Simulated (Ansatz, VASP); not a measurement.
SnTe: VASP beside Ansatz

```
CELL_PARAMETERS angstrom
0.00000 3.18933 3.18933
3.18933 0.00000 3.18933
3.18933 3.18933 0.00000
ATOMIC_POSITIONS crystal
Sn 0.00000 0.00000 0.00000
Te 0.50000 0.50000 0.50000
```

Alike in both runs: task single point; functional PBE; k mesh 8 × 8 × 8; occupations fermi-dirac, width 0.02 eV; no spin polarisation.

```csv
,VASP,Ansatz
version,VASP 6.6.1,Ansatz 0.2.0
potentials or method,"VASP PAW PBE potentials, release 64 (Sn_d, Te)","plane waves, PAW"
plane-wave cutoff (eV),520,420
valence electrons in the cell,20,30
```

```csv
,VASP,Ansatz,Ansatz less VASP
pressure (GPa),0.6,0.6,+0.02
```

VASP's potentials hold 20 valence electrons a cell and Ansatz's 30, so a difference there can come from the potentials and not from the codes.

Spin-orbit coupling is off throughout.
